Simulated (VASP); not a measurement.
A run of VASP 6.6.1 is set up as follows.

INCAR

```
SYSTEM = In
  PREC = Accurate
  ENCUT = 500
  EDIFF = 1E-7
  ISMEAR = 0
  SIGMA = 0.1
  LREAL = .False.
  LASPH = .True.
  NELM = 120
  ALGO = Normal
  ISIF = 3
  LWAVE = .False.
  LCHARG = .False.
  GGA = PS
  IBRION = 2
  NSW = 100
  EDIFFG = -0.01
  GGA_COMPAT = .False.
  NELMIN = 4
```

KPOINTS

```
regular mesh
0
Gamma
  20 20 20
  0 0 0
```

Contents of POSCAR:

```
In
1.0
   -2.9174576516      2.9174576516      1.5915270036
    2.9174576516     -2.9174576516      1.5915270036
    2.9174576516      2.9174576516     -1.5915270036
In
2
Direct
    0.0000000000      0.0000000000      0.0000000000
    0.7500000000      0.2500000000      0.5000000000
```

Potentials or basis: VASP PAW PBE potentials, release 64 (In_d).

Launch:

```console
$ cat potpaw_PBE.64/In_d/POTCAR > POTCAR
$ mpirun -np 1 vasp_std > vasp.out
```

**Question.** What does it give for the relaxed volume?

**Answer.** 26.61 Å³/atom.

**Question.** Predict the relaxed cell.

**Answer.** a = 4.428 Å, b = 4.428 Å, c = 4.428 Å, α = 96.99°, β = 96.99°, γ = 139.15°.

**Question.** Predict the space group after relaxing (to 0.1 Å).

**Answer.** I4_1/amd (No. 141).

Final structure:
```cif
data_structure
_symmetry_space_group_name_H-M 'P 1'
_symmetry_Int_Tables_number 1
_cell_length_a 4.4283
_cell_length_b 4.4283
_cell_length_c 4.4283
_cell_angle_alpha 96.994
_cell_angle_beta 96.994
_cell_angle_gamma 139.154
_cell_volume 53.23
loop_
_atom_site_label
_atom_site_type_symbol
_atom_site_fract_x
_atom_site_fract_y
_atom_site_fract_z
_atom_site_occupancy
In1 In 0.00000 0.00000 0.00000 1
In2 In 0.75000 0.25000 0.50000 1
```

Caveat: the PAW data sets were made with another functional, which shifts forces and pressure a little.
